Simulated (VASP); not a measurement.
# Li (P-1) in VASP: single point with LDA

Aim: the single point of Li with LDA.

Program: VASP 6.6.1. These are calculated values, not measurements. Logs are shortened: lines on timing, memory, paths and dates and some standing lists are left out, and cuts for length are marked.

### Step 1. The cell of the first run

The typed cell holds 3 atoms: a = 7.746 Å, b = 7.814 Å, c = 7.832 Å, α = 23.06°, β = 22.76°, γ = 22.99°.

### Step 2. Single point, LDA (equal xy, yz and zx shear strains of -2 %)

INCAR reads:

```
SYSTEM = Li
ALGO = Normal
EDIFF = 1E-7
ENCUT = 520
ISIF = 2
ISMEAR = -1
LASPH = .TRUE.
LCHARG = .TRUE.
LELF = .TRUE.
LREAL = .FALSE.
LVHAR = .TRUE.
LWAVE = .FALSE.
NBANDS = 12
NELM = 100
PREC = Accurate
SIGMA = 0.08
```

KPOINTS reads:

```
k-points
0
G
  12 12 12
  0 0 0
```

POSCAR reads:

```
Li
1.0
    1.4656641558      0.8037930055      7.5638432004
   -1.6353337756      0.8348029849      7.5948531797
   -0.0579793801     -1.8662449905      7.6062036199
Li
3
Direct
    0.0000000000      0.0000000000      0.0000000000
    0.2220000000      0.2220000000      0.2220000000
    0.7780000000      0.7780000000      0.7780000000
```

Potentials or basis: VASP PAW LDA potentials, release 64 (Li_sv).

Run with:

```console
cat potpaw_LDA.64/Li_sv/POTCAR > POTCAR
mpirun -np 1 vasp_std > vasp.out
```

OUTCAR:

```text
SYSTEM = Li
   EDIFF = 1E-7
   ENCUT = 520
   ISIF = 2
   ISMEAR = -1
   LASPH = .TRUE.
   LREAL = .FALSE.
   NELM = 100
   PREC = Accurate

 ion  position               nearest neighbor table
   1  0.000  0.000  0.000-
   2  0.222  0.222  0.222-
   3  0.778  0.778  0.778-

  LATTYP: Found a triclinic cell.
 ALAT       =     3.1013080157
 B/A-ratio  =     1.0085784350
 C/A-ratio  =     2.4977695085
 COS(alpha) =     0.0093537804
 COS(beta)  =     0.1783871310
 COS(gamma) =     0.5128311706

  Lattice vectors:

 A1 = (  -3.1009979314,   0.0310099794,   0.0310099793)
 A2 = (  -1.5773543955,   2.7010479754,  -0.0113504402)
 A3 = (  -1.4656641558,  -0.8037930055,  -7.5638432004)

Analysis of symmetry for initial positions (statically):
=====================================================================
 Subroutine PRICEL returns:
 Original cell was already a primitive cell.

 Routine SETGRP: Setting up the symmetry group for a
 triclinic supercell.

 Subroutine GETGRP returns: Found  2 space group operations
 (whereof  2 operations were pure point group operations)
 out of a pool of  2 trial point group operations.

The static configuration has the point symmetry S_2 .

Analysis of symmetry for dynamics (positions and initial velocities):
=====================================================================
 Subroutine PRICEL returns:
 Original cell was already a primitive cell.

 Routine SETGRP: Setting up the symmetry group for a
 triclinic supercell.

 Subroutine GETGRP returns: Found  2 space group operations
 (whereof  2 operations were pure point group operations)
 out of a pool of  2 trial point group operations.

The dynamic configuration has the point symmetry S_2 .

 Subroutine INISYM returns: Found  2 space group operations
 (whereof  2 operations are pure point group operations),
 and found     1 'primitive' translations

----------------------------------------------------------------------------------------

                                     Primitive cell

  volume of cell :      63.1752

  direct lattice vectors                    reciprocal lattice vectors
     1.465664156  0.803793005  7.563843200     0.324866802  0.189921507  0.049075157
    -1.635333776  0.834802985  7.594853180    -0.320217189  0.183405508  0.042559157
    -0.057979380 -1.866244991  7.606203620    -0.003318215 -0.371995616  0.040174136

  length of vectors
     7.746352598  7.813642390  7.832021800     0.379495704  0.371467240  0.374173369

  position of ions in fractional coordinates (direct lattice)
     0.000000000  0.000000000  0.000000000
     0.222000000  0.222000000  0.222000000
     0.778000000  0.778000000  0.778000000

  ion indices of the primitive-cell ions
   primitive index   ion index
                 1           1
                 2           2
                 3           3

----------------------------------------------------------------------------------------

 KPOINTS: k-points

Automatic generation of k-mesh.
 Grid dimensions read from file:
 generate k-points for:   12   12   12

 Generating k-lattice:

  Cartesian coordinates                     Fractional coordinates (reciprocal lattice)
     0.027072234  0.015826792  0.004089596     0.083333333  0.000000000  0.000000000
    -0.026684766  0.015283792  0.003546596     0.000000000  0.083333333  0.000000000
    -0.000276518 -0.030999635  0.003347845    -0.000000000  0.000000000  0.083333333

  Length of vectors
     0.031624642  0.030955603  0.031181114

  Shift w.r.t. Gamma in fractional coordinates (k-lattice)
     0.000000000  0.000000000  0.000000000

 Subroutine IBZKPT returns following result:
 ===========================================

 Found    868 irreducible k-points:

 Following reciprocal coordinates:
            Coordinates               Weight
  0.000000  0.000000  0.000000      1.000000
  0.083333 -0.000000  0.000000      2.000000
  0.166667 -0.000000  0.000000      2.000000
  0.250000  0.000000  0.000000      2.000000
  0.333333  0.000000  0.000000      2.000000
  0.416667 -0.000000  0.000000      2.000000
[... 16 lines left out ...]
  0.250000  0.166667  0.000000      2.000000
  0.333333  0.166667  0.000000      2.000000
 [... further k-points ...]
   k-points           NKPTS =    868   k-points in BZ     NKDIM =    868   number of bands    NBANDS=     12
   number of dos      NEDOS =    301   number of ions     NIONS =      3
   total plane-waves  NPLWV = 216000
   dimension x,y,z NGX =    60 NGY =   60 NGZ =   60
   dimension x,y,z NGXF=   120 NGYF=  120 NGZF=  120
   ions per type =               3
   NGX,Y,Z   is equivalent  to a cutoff of  12.88, 12.77, 12.74 a.u.
   NGXF,Y,Z  is equivalent  to a cutoff of  25.75, 25.53, 25.47 a.u.
 SYSTEM =  Li
   PREC   = accura    normal or accurate (medium, high low for compatibility)
   ISTART =      0    job   : 0-new  1-cont  2-samecut
   ICHARG =      2    charge: 1-file 2-atom 10-const
   ISPIN  =      1    spin polarized calculation?
   LNONCOLLINEAR =      F non collinear calculations
   LSORBIT =      F    spin-orbit coupling
   LASPH  =      T    aspherical Exc in radial PAW
   ENCUT  =  520.0 eV  38.22 Ry    6.18 a.u.  14.40 14.53 14.56*2*pi/ulx,y,z
   NELM   =    100;   NELMIN=  2; NELMDL= -5     # of ELM steps
   EDIFF  = 0.1E-06   stopping-criterion for ELM
   LREAL  =      F    real-space projection
   EDIFFG = 0.1E-05   stopping-criterion for IOM
   NSW    =      0    number of steps for IOM
   IBRION =     -1    ionic relax: 0-MD 1-quasi-New 2-CG
   NFREE  =      0    steps in history (QN), initial steepest desc. (CG)
   ISIF   =      2    stress and relaxation
   ISYM   =      2    0-nonsym 1-usesym 2-fastsym
   POTIM  = 0.5000    time-step for ionic-motion
   TEBEG  =    0.0;   TEEND  =   0.0 temperature during run
   PSTRESS=    0.0 pullay stress
   NELECT =       9.0000    total number of electrons
   NUPDOWN=      -1.0000    fix difference up-down
   EMIN   =  10.00;   EMAX   =-10.00  energy-range for DOS
   EFERMI =   0.00;   METHOD = LEGACY
   ISMEAR =    -1;   SIGMA  =   0.08  broadening in eV -4-tet -1-fermi 0-gaus
   EFERMI_NEDOS =   21; number of points for ismear=-14 and -15
   IALGO  =     38    algorithm
   IMIX   =      4    mixing-type and parameters
     AMIX     =   0.40;   BMIX     =  1.00
     AMIX_MAG =   1.60;   BMIX_MAG =  1.00
  volume/ion in A,a.u.               =      21.06       142.11
  Fermi-wavevector in a.u.,A,eV,Ry     =   0.855014  1.615743  9.946531  0.731049
  Thomas-Fermi vector in A             =   1.971699
   LORBIT       =      0    0 simple, 1 ext, 2 COOP (PROOUT), +10 PAW based schemes
   GGA     = CA    functional components
   LHFCALC =     F    Hartree Fock is set to
   AEXX    =    0.0000 exact exchange contribution
   IVDW    =     0    specifies the selected vdW correction
   LEPSILON=     F    determine dielectric tensor
   LRPA    =     F    only Hartree local field effects (RPA)
 non-spin polarized calculation
  energy-cutoff  :      520.00
  volume of cell :       63.18
 maximum number of plane-waves:      1725
 NGX is ok and might be reduce to    60
   NGX = 29   NGY = 29   NGZ = 29

 number of electron       9.0000011 magnetization

 Free energy of the ion-electron system (eV)
  ---------------------------------------------------
  ext. energy  EPLUGINS =         0.00000000
  ---------------------------------------------------
  free energy    TOTEN  =        -6.12913489 eV

  energy without entropy =       -6.09885001  energy(sigma->0) =       -6.11399245

 E-fermi :   0.4805     XC(G=0):  -7.0484

 val. band max:        0.4779340582   @ k =   0.0000   0.4167   0.5000
 cond. band min:       0.4819484193   @ k =   0.0833   0.1667   0.3333
 fundamental gap:      0.0040143611
 Fermi energy:         0.4804568188

 k-point     1 :       0.0000    0.0000    0.0000
  band No.  band energies     occupation
      1     -45.2048      2.00000
      2     -45.1919      2.00000
      3     -45.1871      2.00000
      4      -2.9524      2.00000
      5      -1.0489      2.00000
      6      -1.0483      2.00000
      7       6.0134      0.00000
      8       6.0395      0.00000
      9      12.5754      0.00000
     10      12.7775      0.00000
     11      12.9307      0.00000
     12      12.9872      0.00000

 k-point     2 :       0.0833   -0.0000    0.0000
  band No.  band energies     occupation
      1     -45.2038      2.00000
      2     -45.1913      2.00000
      3     -45.1864      2.00000
      4      -2.8414      2.00000
      5      -1.0560      2.00000
      6      -0.8050      2.00000
      7       5.8154      0.00000
      8       6.3691      0.00000
      9      11.8166      0.00000
     10      11.8678      0.00000
     11      12.3329      0.00000
     12      12.4207      0.00000

 k-point     3 :       0.1667   -0.0000    0.0000
  band No.  band energies     occupation
      1     -45.2010      2.00000
      2     -45.1896      2.00000
      3     -45.1845      2.00000
      4      -2.5076      2.00000
      5      -0.8343      2.00000
      6      -0.3226      1.99991
      7       5.7040      0.00000
      8       6.8227      0.00000
      9       9.8991      0.00000
     10      10.6116      0.00000
     11      10.8040      0.00000
     12      11.3857      0.00000

 k-point     4 :       0.2500    0.0000    0.0000
  band No.  band energies     occupation
      1     -45.1970      2.00000
      2     -45.1870      2.00000
      3     -45.1820      2.00000
      4      -1.9510      2.00000
      5      -0.3959      1.99997
      6       0.3892      1.51565
      7       5.5184      0.00000
      8       7.0463      0.00000
      9       8.2428      0.00000
     10       8.8922      0.00000
     11       9.9583      0.00000
     12      10.4246      0.00000

 k-point     5 :       0.3333    0.0000    0.0000
  band No.  band energies     occupation
      1     -45.1930      2.00000
      2     -45.1843      2.00000
      3     -45.1797      2.00000
      4      -1.1779      2.00000
      5       0.2313      1.91502
      6       1.2689      0.00010
      7       4.7405      0.00000
      8       5.9878      0.00000
      9       7.6446      0.00000
     10       8.1978      0.00000
     11       9.3570      0.00000
     12       9.4586      0.00000
[... 228 lines left out ...]
      1     -45.2021      2.00000
      2     -45.1903      2.00000
      3     -45.1852      2.00000
      4      -2.6222      2.00000
      5      -1.0232      2.00000
      6      -0.3797      1.99996
      7       5.5110      0.00000
      8       6.9063      0.00000
      9      10.2966      0.00000
     10      10.7733      0.00000
     11      11.1412      0.00000
     12      11.6629      0.00000

 k-point    22 :       0.1667    0.1667    0.0000
  band No.  band energies     occupation
      1     -45.2010      2.00000
      2     -45.1899      2.00000
      3     -45.1844      2.00000
      4      -2.4955      2.00000
      5      -1.0234      2.00000
      6      -0.1227      1.99894
      7       5.3305      0.00000
      8       7.1777      0.00000
      9       9.7904      0.00000
     10      10.3125      0.00000
     11      10.8023      0.00000
     12      11.9153      0.00000

 k-point    23 :       0.2500    0.1667    0.0000
  band No.  band energies     occupation
      1     -45.1985      2.00000
      2     -45.1884      2.00000
      3     -45.1826      2.00000
      4      -2.1455      2.00000
      5      -0.7983      2.00000
      6       0.3742      1.58129
      7       5.2414      0.00000
      8       7.3888      0.00000
      9       8.7663      0.00000
     10       9.2927      0.00000
     11       9.7771      0.00000
     12      11.0113      0.00000

 k-point    24 :       0.3333    0.1667    0.0000
  band No.  band energies     occupation
      1     -45.1950      2.00000
      2     -45.1861      2.00000
      3     -45.1806      2.00000
      4      -1.5715      2.00000
      5      -0.3548      1.99994
      6       1.1018      0.00085
      7       5.1973      0.00000
      8       7.1872      0.00000
      9       7.3576      0.00000
     10       8.0517      0.00000
     11       8.7465      0.00000
     12      10.0515      0.00000

 [... further k-points ...]
[... 5 lines left out ...]
  --------------------------------------------------------------------------------------
  -------------------------------------------------------------------------------------
  Total       -0.5283482     -0.5424418     -0.5884049      0.0763098      0.0357844      0.0483244
  in kB      -13.3993549    -13.7567823    -14.9224432      1.9352803      0.9075227      1.2255469
  external PRESSURE =     -14.0261934 kB  Pullay stress =       0.0000000 kB

 VOLUME and BASIS-vectors are now :
 -----------------------------------------------------------------------------
  energy-cutoff  :      520.00
  volume of cell :       63.18
      direct lattice vectors                 reciprocal lattice vectors
     1.465664156  0.803793005  7.563843200     0.324866802  0.189921507  0.049075157
    -1.635333776  0.834802985  7.594853180    -0.320217189  0.183405508  0.042559157
    -0.057979380 -1.866244991  7.606203620    -0.003318215 -0.371995616  0.040174136

 POSITION                                       TOTAL-FORCE (eV/Angst)
 -----------------------------------------------------------------------------------
      0.00000      0.00000      0.00000         0.000000      0.000000      0.000000
     -0.05054     -0.05054      5.05381        -0.009221      0.000562      0.008031
     -0.17711     -0.17711     17.71109         0.009221     -0.000562     -0.008031
 -----------------------------------------------------------------------------------
    total drift:                               -0.000000     -0.000000      0.000000

  FREE ENERGIE OF THE ION-ELECTRON SYSTEM (eV)
  ---------------------------------------------------
  free  energy   TOTEN  =        -6.1291348943 eV

  energy  without entropy=       -6.0988500053  energy(sigma->0) =       -6.11399245
```

It took 20 min on 1 thread of Intel Xeon 6975P-C (Granite Rapids), shared host; peak memory 0.69 GiB.

What came out:

```
Free energy            : -6.1291 eV
Largest force          : 0.012 eV/Å
Band gap on the k mesh : zero (an odd number of electrons rules out a gap without spin polarisation)
```

Forces on the atoms (eV/Å):
```
Li   0.000  0.000  0.000
Li  -0.009  0.001  0.008
Li   0.009 -0.001 -0.008
```

Caveat: the cell differs from its parent crystal (equal xy, yz and zx shear strains of -2 %); the cutoff is under 1.25 times the usual one of these potentials, so pressure, stress and relaxed cells hold a basis-set (Pulay) error.
